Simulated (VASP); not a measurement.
The system is ZnSe (Stilleite).

```
CELL_PARAMETERS angstrom
0.00000 2.83380 2.83380
2.83380 0.00000 2.83380
2.83380 2.83380 0.00000
ATOMIC_POSITIONS crystal
Se 0.75000 0.75000 0.75000
Zn 0.00000 0.00000 0.00000
```

- Program: VASP 6.6.1
- Task: relaxation of cell and atoms
- Functional: BLYP
- Potentials or basis: VASP PAW PBE potentials, release 64 (Se, Zn)
- Cutoff: 600 eV
- k mesh: 8 × 8 × 8
- Occupations: fermi-dirac, width 0.05 eV
- Spin: no spin polarisation

At the start: pressure 5.8 GPa; volume 22.76 Å³/atom.

Question: How do energy, volume and symmetry change on relaxing?

Answer: Over 3 steps the energy falls by 37.8 meV/atom and the volume is 25.03 Å³/atom (+10.0 %); space group F-43m (No. 216, to 0.05 Å).

The path:
| step | energy change (eV) | largest force (eV/Å) | pressure (GPa) | volume (Å³) |
| --- | --- | --- | --- | --- |
| 1 | 0.0000 | 0.0000 | 5.77 | 45.51 |
| 2 | -0.0725 | 0.0000 | -0.98 | 51.13 |
| 3 | -0.0756 | 0.0000 | 0.03 | 50.06 |

Final structure:
```
Se Zn
1.0
     0.00000    2.92518    2.92518
     2.92518    0.00000    2.92518
     2.92518    2.92518    0.00000
Se Zn
1 1
Direct
  0.75000 0.75000 0.75000
  0.00000 0.00000 0.00000
```

Caveat: the PAW data sets were made with another functional, which shifts forces and pressure a little.
